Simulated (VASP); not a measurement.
Runs of VASP 6.6.1 on MgO (Periclase). The structure is that of space group Fm-3m (No. 225), or close to it. The cells are those of the table. 

| task | cell | k mesh | smearing | gap on the mesh (eV) | pressure (GPa) |
| --- | --- | --- | --- | --- | --- |
| single point | a = 2.932 Å, angles 60.0°, 2 atoms | 10 × 10 × 10 | gaussian 0.02 eV | 5.20 | 12.3 |
| single point | a = 2.891 Å, angles 60.0°, 2 atoms | 8 × 8 × 8 | gaussian 0.1 eV | 5.65 | 21.6 |
| single point | a = 2.932 Å, angles 60.0°, 2 atoms | 10 × 10 × 10 | gaussian 0.01 eV | 5.20 | 12.3 |
| relaxation of cell and atoms | relaxed to 23.2 GPa from a = 2.889 Å, angles 60.0°, 2 atoms | 8 × 8 × 8 | gaussian 0.1 eV | (a) | 24.0 |
| relaxation of cell and atoms | relaxed to 0.61 GPa from a = 2.982 Å, angles 60.0°, 2 atoms | 8 × 8 × 8 | gaussian 0.1 eV | 4.49 | -0.2 |

Alike in all rows: level PBE; potentials or basis VASP PAW PBE potentials, release 64 (Mg, O); no spin polarisation; cutoff (eV) 600.

Q: Estimate the missing entries.

A: (a) 5.75.

Caveats: the cell is relaxed towards a set pressure, so the enthalpy falls and the energy may rise (some runs).

